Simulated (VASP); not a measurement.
# SiO2 (P4_32_12) in VASP: further runs

The runs below take SiO2 through single point, with PBE+D4, PBE+D3(BJ).

Program: VASP 6.6.1. These are calculated values, not measurements. Logs are shortened: lines on timing, memory, paths and dates and some standing lists are left out, and cuts for length are marked.

## (1) The cell of the first run

It takes space group P4_32_12 (No. 96, tetragonal). The conventional cell has a = 4.936 Å, b = 4.936 Å, c = 6.800 Å, α = 90.00°, β = 90.00°, γ = 90.00°. Within 2.2 Å of Si (site symmetry 2) lie 4 O at 1.63 Å. Within 2.2 Å of O (site symmetry 1) lie 2 Si at 1.63 Å.

## (2) Single point, PBE+D4

INCAR

```
SYSTEM = SiO2
PREC = Accurate
ENCUT = 520
EDIFF = 1E-7
ISMEAR = -1
SIGMA = 0.05
LREAL = .False.
LASPH = .True.
NELM = 100
ALGO = Normal
ISIF = 2
LWAVE = .False.
LCHARG = .False.
GGA = PE
IVDW = 13
NBANDS = 44
```

KPOINTS

```
regular mesh
0
Gamma
  6 6 4
  0 0 0
```

POSCAR

```
SiO2
1.0
    4.9358375611      0.0000000000      0.0000000000
    0.0000000000      4.9358375611      0.0000000000
    0.0000000000      0.0000000000      6.7997845223
Si O
4 8
Direct
    0.8107199033      0.8107199033      0.5000000000
    0.6892800967      0.3107199033      0.2500000000
    0.3107199033      0.6892800967      0.7500000000
    0.1892800967      0.1892800967      0.0000000000
    0.7655363516      0.1263972511      0.4404610609
    0.8736027489      0.2344636484      0.0595389391
    0.1263972511      0.7655363516      0.5595389391
    0.2655363516      0.3736027489      0.8095389391
    0.2344636484      0.8736027489      0.9404610609
    0.7344636484      0.6263972511      0.3095389391
    0.3736027489      0.2655363516      0.1904610609
    0.6263972511      0.7344636484      0.6904610609
```

Potentials or basis: VASP PAW PBE potentials, release 64 (Si, O).

Started as:

```bash
$ cat potpaw_PBE.64/Si/POTCAR potpaw_PBE.64/O/POTCAR > POTCAR
$ mpirun -np 1 vasp_std > vasp.out
```

OUTCAR:

```text
SYSTEM = SiO2
   PREC = Accurate
   ENCUT = 520
   EDIFF = 1E-7
   ISMEAR = -1
   LREAL = .False.
   LASPH = .True.
   NELM = 100
   ISIF = 2
   GGA = PE
   IVDW = 13

 ion  position               nearest neighbor table
   1  0.811  0.811  0.500-   5 1.63   7 1.63  10 1.63  12 1.63   2 3.06   3 3.06   2 3.06   3 3.06

   2  0.689  0.311  0.250-  10 1.63  11 1.63   5 1.63   6 1.63   1 3.06   4 3.06   1 3.06   4 3.06

   3  0.311  0.689  0.750-   8 1.63  12 1.63   9 1.63   7 1.63   1 3.06   4 3.06   4 3.06   1 3.06

   4  0.189  0.189  0.000-   6 1.63   9 1.63   8 1.63  11 1.63   2 3.06   3 3.06   3 3.06   2 3.06

   5  0.766  0.126  0.440-   1 1.63   2 1.63
   6  0.874  0.234  0.060-   4 1.63   2 1.63
   7  0.126  0.766  0.560-   1 1.63   3 1.63
   8  0.266  0.374  0.810-   3 1.63   4 1.63
   9  0.234  0.874  0.940-   4 1.63   3 1.63
  10  0.734  0.626  0.310-   2 1.63   1 1.63
  11  0.374  0.266  0.190-   2 1.63   4 1.63
  12  0.626  0.734  0.690-   3 1.63   1 1.63

  LATTYP: Found a simple tetragonal cell.
 ALAT       =     4.9358375611
 C/A-ratio  =     1.3776353938

  Lattice vectors:

 A1 = (   4.9358375611,   0.0000000000,   0.0000000000)
 A2 = (   0.0000000000,   4.9358375611,   0.0000000000)
 A3 = (   0.0000000000,   0.0000000000,   6.7997845223)

Analysis of symmetry for initial positions (statically):
=====================================================================
 Subroutine PRICEL returns:
 Original cell was already a primitive cell.

 Routine SETGRP: Setting up the symmetry group for a
 simple tetragonal supercell.

 Subroutine GETGRP returns: Found  8 space group operations
 (whereof  2 operations were pure point group operations)
 out of a pool of 16 trial point group operations.

The static configuration has the point symmetry C_2 .
 The point group associated with its full space group is D_4 .

Analysis of symmetry for dynamics (positions and initial velocities):
=====================================================================
 Subroutine PRICEL returns:
 Original cell was already a primitive cell.

 Routine SETGRP: Setting up the symmetry group for a
 simple tetragonal supercell.

 Subroutine GETGRP returns: Found  8 space group operations
 (whereof  2 operations were pure point group operations)
 out of a pool of 16 trial point group operations.

The dynamic configuration has the point symmetry C_2 .
 The point group associated with its full space group is D_4 .

 Subroutine INISYM returns: Found  8 space group operations
 (whereof  2 operations are pure point group operations),
 and found     1 'primitive' translations

----------------------------------------------------------------------------------------

                                     Primitive cell

  volume of cell :     165.6597

  direct lattice vectors                    reciprocal lattice vectors
     4.935837561  0.000000000  0.000000000     0.202599860  0.000000000  0.000000000
     0.000000000  4.935837561  0.000000000     0.000000000  0.202599860  0.000000000
     0.000000000  0.000000000  6.799784522     0.000000000  0.000000000  0.147063484

  length of vectors
     4.935837561  4.935837561  6.799784522     0.202599860  0.202599860  0.147063484

  position of ions in fractional coordinates (direct lattice)
     0.810719903  0.810719903  0.500000000
     0.689280097  0.310719903  0.250000000
     0.310719903  0.689280097  0.750000000
     0.189280097  0.189280097  0.000000000
     0.765536352  0.126397251  0.440461061
     0.873602749  0.234463648  0.059538939
     0.126397251  0.765536352  0.559538939
     0.265536352  0.373602749  0.809538939
     0.234463648  0.873602749  0.940461061
     0.734463648  0.626397251  0.309538939
     0.373602749  0.265536352  0.190461061
     0.626397251  0.734463648  0.690461061

  ion indices of the primitive-cell ions
   primitive index   ion index
                 1           1
                 2           2
                 3           3
                 4           4
                 5           5
                 6           6
[... 58 lines left out ...]
      6     -16.8807      2.00000
[... 36 lines left out ...]
     43      11.9321      0.00000
     44      12.2377      0.00000

 k-point     2 :       0.1667    0.0000    0.0000
  band No.  band energies     occupation
      1     -18.9286      2.00000
      2     -18.1344      2.00000
      3     -18.0099      2.00000
      4     -16.9784      2.00000
      5     -16.9502      2.00000
      6     -16.9010      2.00000
[... 36 lines left out ...]
     43      11.8766      0.00000
     44      11.9727      0.00000

 k-point     3 :       0.3333    0.0000    0.0000
  band No.  band energies     occupation
      1     -18.7626      2.00000
      2     -18.2978      2.00000
      3     -17.8169      2.00000
      4     -17.2255      2.00000
      5     -16.9600      2.00000
      6     -16.9415      2.00000
[... 36 lines left out ...]
     43      11.4152      0.00000
     44      12.0685      0.00000

 k-point     4 :       0.5000    0.0000    0.0000
  band No.  band energies     occupation
      1     -18.5304      2.00000
      2     -18.5304      2.00000
      3     -17.5344      2.00000
      4     -17.5344      2.00000
      5     -16.9621      2.00000
      6     -16.9621      2.00000
[... 882 lines left out ...]
     43      11.7283      0.00000
     44      11.7283      0.00000

 k-point    23 :       0.3333    0.0000    0.5000
  band No.  band energies     occupation
      1     -18.5856      2.00000
      2     -18.5856      2.00000
      3     -17.4857      2.00000
      4     -17.4857      2.00000
      5     -16.9323      2.00000
      6     -16.9323      2.00000
[... 36 lines left out ...]
     43      11.7389      0.00000
     44      11.7400      0.00000

 k-point    24 :       0.5000    0.0000    0.5000
  band No.  band energies     occupation
      1     -18.5219      2.00000
      2     -18.5219      2.00000
      3     -17.5619      2.00000
      4     -17.5619      2.00000
      5     -16.9425      2.00000
      6     -16.9425      2.00000
[... 36 lines left out ...]
     43      11.7564      0.00000
     44      11.7619      0.00000

 [... further k-points ...]

------------------------ aborting loop because EDIFF is reached ----------------------------------------

  DFT-D4 for vdW energy calculation

  Edisp (eV):   -1.84054

  FORCE on cell =-STRESS in cart. coord.  units (eV):
  Direction    XX          YY          ZZ          XY          YZ          ZX
  --------------------------------------------------------------------------------------
  -------------------------------------------------------------------------------------
  Total       0.12629     0.12629     0.05447     0.00000     0.00000     0.00000
  in kB       1.22138     1.22138     0.52683     0.00000     0.00000     0.00000
  external pressure =        0.99 kB  Pullay stress =        0.00 kB

 VOLUME and BASIS-vectors are now :
 -----------------------------------------------------------------------------
  energy-cutoff  :      520.00
  volume of cell :      165.66
      direct lattice vectors                 reciprocal lattice vectors
     4.935837561  0.000000000  0.000000000     0.202599860  0.000000000  0.000000000
     0.000000000  4.935837561  0.000000000     0.000000000  0.202599860  0.000000000
     0.000000000  0.000000000  6.799784522     0.000000000  0.000000000  0.147063484

 POSITION                                       TOTAL-FORCE (eV/Angst)
 -----------------------------------------------------------------------------------
      4.00158      4.00158      3.39989         0.018488      0.018488     -0.000000
      3.40217      1.53366      1.69995        -0.018488      0.018488     -0.000000
      1.53366      3.40217      5.09984         0.018488     -0.018488     -0.000000
      0.93426      0.93426      0.00000        -0.018488     -0.018488     -0.000000
      3.77856      0.62388      2.99504         0.000178      0.002266     -0.001626
      4.31196      1.15727      0.40485        -0.002266     -0.000178      0.001626
      0.62388      3.77856      3.80474         0.002266      0.000178      0.001626
      1.31064      1.84404      5.50469         0.000178     -0.002266      0.001626
      1.15727      4.31196      6.39493        -0.000178     -0.002266     -0.001626
      3.62519      3.09180      2.10480        -0.000178      0.002266      0.001626
      1.84404      1.31064      1.29509        -0.002266      0.000178     -0.001626
      3.09180      3.62519      4.69499         0.002266     -0.000178     -0.001626
 -----------------------------------------------------------------------------------
    total drift:                                0.000000     -0.000000     -0.000000

  FREE ENERGIE OF THE ION-ELECTRON SYSTEM (eV)
  ---------------------------------------------------
  free  energy   TOTEN  =       -96.6678801527 eV

  energy  without entropy=      -96.6678801527  energy(sigma->0) =      -96.66788015
```

Run time: 2.2 min. Hardware: 1 thread of Intel Xeon 6975P-C (Granite Rapids), shared host; peak memory 0.35 GiB.

Results:

| Property | Result |
| --- | --- |
| Free energy | -96.6679 eV |
| Pressure | 0.1 GPa |
| Largest force | 0.026 eV/Å |
| Band gap on the k mesh | 5.66 eV |
| Dispersion energy per atom | -0.153 eV |

Forces on the atoms (eV/Å):
```
Si   0.018  0.018  0.000
Si  -0.018  0.018  0.000
Si   0.018 -0.018  0.000
Si  -0.018 -0.018  0.000
O    0.000  0.002 -0.002
O   -0.002  0.000  0.002
O    0.002  0.000  0.002
O    0.000 -0.002  0.002
O    0.000 -0.002 -0.002
O    0.000  0.002  0.002
O   -0.002  0.000 -0.002
O    0.002  0.000 -0.002
```

Levels at points of the mesh, in eV from the valence-band top:
| k point | band 28 | band 29 | band 30 | band 31 | band 32 | band 33 | band 34 | band 35 | band 36 | band 37 |
| --- | --- | --- | --- | --- | --- | --- | --- | --- | --- | --- |
| (0.00, 0.00, 0.00) | -1.24 | -0.72 | -0.40 | -0.40 | 0.00 | 5.66 | 8.78 | 8.78 | 9.33 | 9.33 |
| (0.50, 0.00, 0.00) | -0.96 | -0.68 | -0.68 | -0.50 | -0.50 | 7.73 | 7.73 | 9.21 | 9.21 | 9.70 |
| (0.50, 0.50, 0.00) | -1.24 | -0.57 | -0.57 | -0.50 | -0.50 | 8.67 | 8.67 | 8.67 | 8.67 | 9.62 |
| (0.00, 0.00, 0.50) | -0.98 | -0.61 | -0.61 | -0.37 | -0.37 | 6.98 | 6.98 | 9.24 | 9.24 | 9.79 |
| (0.50, 0.00, 0.50) | -1.03 | -0.89 | -0.89 | -0.21 | -0.21 | 8.01 | 8.01 | 9.14 | 9.14 | 9.54 |
| (0.50, 0.50, 0.50) | -1.30 | -0.54 | -0.54 | -0.54 | -0.54 | 9.11 | 9.11 | 9.11 | 9.11 | 9.80 |

A k mesh can miss the band edges.

## (3) Single point, PBE+D3(BJ)

This run uses another cell than the first one, of 13.91 Å³/atom.

INCAR

```
SYSTEM = SiO2
PREC = Accurate
ENCUT = 520
EDIFF = 1E-6
ISMEAR = -1
SIGMA = 0.05
LREAL = .False.
LASPH = .True.
NELM = 80
ALGO = Normal
ISIF = 2
LWAVE = .False.
LCHARG = .False.
GGA = PE
IVDW = 12
NBANDS = 44
```

KPOINTS is that of step 2.

POSCAR

```
SiO2
1.0
    4.9455765308      0.0000000000      0.0000000000
    0.0000000000      4.9455765308      0.0000000000
    0.0000000000      0.0000000000      6.8234948144
Si O
4 8
Direct
    0.8093787842      0.8093787842      0.5000000000
    0.6906212158      0.3093787842      0.2500000000
    0.3093787842      0.6906212158      0.7500000000
    0.1906212158      0.1906212158      0.0000000000
    0.7650422753      0.1240973199      0.4393954663
    0.8759026801      0.2349577247      0.0606045337
    0.1240973199      0.7650422753      0.5606045337
    0.2650422753      0.3759026801      0.8106045337
    0.2349577247      0.8759026801      0.9393954663
    0.7349577247      0.6240973199      0.3106045337
    0.3759026801      0.2650422753      0.1893954663
    0.6240973199      0.7349577247      0.6893954663
```

Potentials or basis: VASP PAW PBE potentials, release 64 (Si, O).

Started as:

```bash
$ cat potpaw_PBE.64/Si/POTCAR potpaw_PBE.64/O/POTCAR > POTCAR
$ mpirun -np 1 vasp_std > vasp.out
```

Run time: 1.8 min. Hardware: 1 thread of Intel Xeon 6975P-C (Granite Rapids), shared host; peak memory 0.36 GiB.

It converged, with:

- Free energy: -96.3538 eV
- Pressure: 0.1 GPa
- Largest force: 0.026 eV/Å
- Band gap on the k mesh: 5.65 eV
- Dispersion energy per atom: -0.126 eV

Forces on the atoms (eV/Å):
```
Si   0.018  0.018  0.000
Si  -0.018  0.018  0.000
Si   0.018 -0.018  0.000
Si  -0.018 -0.018  0.000
O    0.000  0.001 -0.002
O   -0.001  0.000  0.002
O    0.001  0.000  0.002
O    0.000 -0.001  0.002
O    0.000 -0.001 -0.002
O    0.000  0.001  0.002
O   -0.001  0.000 -0.002
O    0.001  0.000 -0.002
```

Levels at points of the mesh, in eV from the valence-band top:
```csv
k point,band 28,band 29,band 30,band 31,band 32,band 33,band 34,band 35,band 36,band 37
"(0.00, 0.00, 0.00)",-1.25,-0.71,-0.39,-0.39,0.00,5.65,8.78,8.78,9.29,9.29
"(0.50, 0.00, 0.00)",-0.96,-0.67,-0.67,-0.50,-0.50,7.72,7.72,9.21,9.21,9.71
"(0.50, 0.50, 0.00)",-1.25,-0.57,-0.57,-0.50,-0.50,8.67,8.67,8.68,8.68,9.61
"(0.00, 0.00, 0.50)",-0.96,-0.60,-0.60,-0.37,-0.37,6.96,6.96,9.25,9.25,9.75
"(0.50, 0.00, 0.50)",-1.02,-0.89,-0.89,-0.21,-0.21,7.99,7.99,9.11,9.11,9.51
"(0.50, 0.50, 0.50)",-1.30,-0.55,-0.55,-0.55,-0.55,9.11,9.11,9.11,9.11,9.79
```

A k mesh can miss the band edges.

## (4) Single point, PBE+D3(BJ)

This run uses another cell than the first one, of 14.00 Å³/atom.

INCAR

```
SYSTEM = SiO2
ALGO = Normal
EDIFF = 1E-6
ENCUT = 520
GGA = PE
ISIF = 2
ISMEAR = -1
IVDW = 12
LASPH = .True.
LCHARG = .True.
LELF = .True.
LREAL = .False.
LVHAR = .True.
LWAVE = .False.
NBANDS = 44
NELM = 100
PREC = Accurate
SIGMA = 0.05
```

KPOINTS

```
k-points
0
Gamma
  6 6 4
  0 0 0
```

POSCAR

```
SiO2
1.0
    4.9554139237      0.0000000000      0.0000000000
    0.0000000000      4.9554139237      0.0000000000
    0.0000000000      0.0000000000      6.8438644607
Si O
4 8
Direct
    0.8083396840      0.8083396840      0.5000000000
    0.6916603160      0.3083396840      0.2500000000
    0.3083396840      0.6916603160      0.7500000000
    0.1916603160      0.1916603160      0.0000000000
    0.7645942412      0.1220807790      0.4384012777
    0.8779192210      0.2354057588      0.0615987223
    0.1220807790      0.7645942412      0.5615987223
    0.2645942412      0.3779192210      0.8115987223
    0.2354057588      0.8779192210      0.9384012777
    0.7354057588      0.6220807790      0.3115987223
    0.3779192210      0.2645942412      0.1884012777
    0.6220807790      0.7354057588      0.6884012777
```

Started as:

```bash
$ cat potpaw_PBE.64/Si/POTCAR potpaw_PBE.64/O/POTCAR > POTCAR
$ mpirun -np 1 vasp_std > vasp.out
```

Run time: 1.8 min. Hardware: 1 thread of Intel Xeon 6975P-C (Granite Rapids), shared host; peak memory 0.37 GiB.

Results (log left out):

- Free energy: -96.3549 eV
- Pressure: 0.0 GPa
- Largest force: 0.026 eV/Å
- Band gap on the k mesh: 5.64 eV
- Dispersion energy per atom: -0.125 eV

Forces on the atoms (eV/Å):
```
Si   0.018  0.018  0.000
Si  -0.018  0.018  0.000
Si   0.018 -0.018  0.000
Si  -0.018 -0.018  0.000
O    0.000  0.000 -0.003
O    0.000  0.000  0.003
O    0.000  0.000  0.003
O    0.000  0.000  0.003
O    0.000  0.000 -0.003
O    0.000  0.000  0.003
O    0.000  0.000 -0.003
O    0.000  0.000 -0.003
```

Levels at points of the mesh, in eV from the valence-band top:
| k point | band 28 | band 29 | band 30 | band 31 | band 32 | band 33 | band 34 | band 35 | band 36 | band 37 |
| --- | --- | --- | --- | --- | --- | --- | --- | --- | --- | --- |
| (0.00, 0.00, 0.00) | -1.25 | -0.71 | -0.38 | -0.38 | 0.00 | 5.64 | 8.77 | 8.77 | 9.26 | 9.26 |
| (0.50, 0.00, 0.00) | -0.96 | -0.66 | -0.66 | -0.50 | -0.50 | 7.70 | 7.70 | 9.20 | 9.20 | 9.70 |
| (0.50, 0.50, 0.00) | -1.25 | -0.57 | -0.57 | -0.51 | -0.51 | 8.66 | 8.66 | 8.68 | 8.68 | 9.61 |
| (0.00, 0.00, 0.50) | -0.95 | -0.59 | -0.59 | -0.37 | -0.37 | 6.94 | 6.94 | 9.26 | 9.26 | 9.72 |
| (0.50, 0.00, 0.50) | -1.01 | -0.90 | -0.90 | -0.21 | -0.21 | 7.97 | 7.97 | 9.09 | 9.09 | 9.49 |
| (0.50, 0.50, 0.50) | -1.30 | -0.55 | -0.55 | -0.55 | -0.55 | 9.11 | 9.11 | 9.11 | 9.11 | 9.78 |

Caveat: three body term missing.

## (5) Single point, PBE+D3(BJ)

This run uses another cell than the first one, of 14.24 Å³/atom.

INCAR

```
ALGO = Normal ; EDIFF = 1E-7
ENCUT = 520 ; GGA = PE
ISIF = 2 ; ISMEAR = -1
IVDW = 12 ; LASPH = T
LCHARG = F ; LREAL = F
LWAVE = F ; NBANDS = 44
NELM = 60 ; PREC = Accurate
SIGMA = 0.05
```

KPOINTS

```
k-points
0
Gamma
  6 6 4
```

POSCAR

```
SiO2
1.0
    4.9755888200      0.0000000000      0.0000000000
    0.0000000000      4.9755888200      0.0000000000
    0.0000000000      0.0000000000      6.9008894400
Si O
4 8
Direct
    0.8032465600      0.8032465600      0.5000000000
    0.6967534400      0.3032465600      0.2500000000
    0.3032465600      0.6967534400      0.7500000000
    0.1967534400      0.1967534400      0.0000000000
    0.7617576300      0.1103870700      0.4320415600
    0.8896129300      0.2382423700      0.0679584400
    0.1103870700      0.7617576300      0.5679584400
    0.2617576300      0.3896129300      0.8179584400
    0.2382423700      0.8896129300      0.9320415600
    0.7382423700      0.6103870700      0.3179584400
    0.3896129300      0.2617576300      0.1820415600
    0.6103870700      0.7382423700      0.6820415600
```

Started as:

```bash
$ cat potpaw_PBE.64/Si/POTCAR potpaw_PBE.64/O/POTCAR > POTCAR
$ mpirun -np 1 vasp_std > vasp.out
```

It took 1.9 min on 1 thread of Intel Xeon 6975P-C (Granite Rapids), shared host; peak memory 0.37 GiB.

Results (log left out):

```yaml
Free_energy: -96.3060 eV
Pressure: 3.4 GPa
Largest_force: 0.281 eV/Å
Band_gap_on_the_k_mesh: 5.73 eV
Dispersion_energy_per_atom: -0.122 eV
```

Forces on the atoms (eV/Å):
```
Si  -0.020 -0.020  0.000
Si   0.020 -0.020  0.000
Si  -0.020  0.020  0.000
Si   0.020  0.020  0.000
O    0.043  0.161  0.226
O   -0.161 -0.043 -0.226
O    0.161  0.043 -0.226
O    0.043 -0.161 -0.226
O   -0.043 -0.161  0.226
O   -0.043  0.161 -0.226
O   -0.161  0.043  0.226
O    0.161 -0.043  0.226
```

Stress tensor (GPa, compression positive):
```
3.31 0.00 0.00
0.00 3.31 0.00
0.00 0.00 3.45
```

Levels at points of the mesh, in eV from the valence-band top:
```csv
k point,band 30,band 31,band 32,band 33,band 34,band 35
"(0.00, 0.00, 0.00)",-0.31,-0.31,0.00,5.73,8.83,8.83
"(0.50, 0.00, 0.00)",-0.65,-0.49,-0.49,7.78,7.78,9.27
"(0.50, 0.50, 0.00)",-0.59,-0.53,-0.53,8.73,8.73,8.85
"(0.00, 0.00, 0.50)",-0.54,-0.39,-0.39,7.00,7.00,9.42
"(0.50, 0.00, 0.50)",-0.92,-0.18,-0.18,8.10,8.10,9.02
"(0.50, 0.50, 0.50)",-0.61,-0.61,-0.61,9.24,9.24,9.24
```

Caveat: three body term missing; the cell stands under pressure. A k mesh can miss the band edges.

## (6) Summary

| level | cell | gap on the mesh (eV) | pressure (GPa) | largest force (eV/Å) |
| --- | --- | --- | --- | --- |
| PBE+D4 | a = 4.936, b = 4.936, c = 6.800 Å, 12 atoms, atomic positions A | 5.66 | 0.1 | 0.03 |
| PBE+D3(BJ) | a = 4.946, b = 4.946, c = 6.823 Å, 12 atoms, atomic positions B | 5.65 | 0.1 | 0.03 |
| PBE+D3(BJ) | a = 4.955, b = 4.955, c = 6.844 Å, 12 atoms, atomic positions C | 5.64 | 0.0 | 0.03 |
| PBE+D3(BJ) | a = 4.976, b = 4.976, c = 6.901 Å, 12 atoms, atomic positions D | 5.73 | 3.4 | 0.28 |

Alike in all rows: task single point; potentials or basis VASP PAW PBE potentials, release 64 (Si, O); no spin polarisation; k mesh 6 × 6 × 4; cutoff (eV) 520; smearing fermi-dirac 0.05 eV.

Caveats: three body term missing (at least some runs); the cell stands under pressure (at least some runs).

Absolute energies hang on the potentials; compare differences alone.
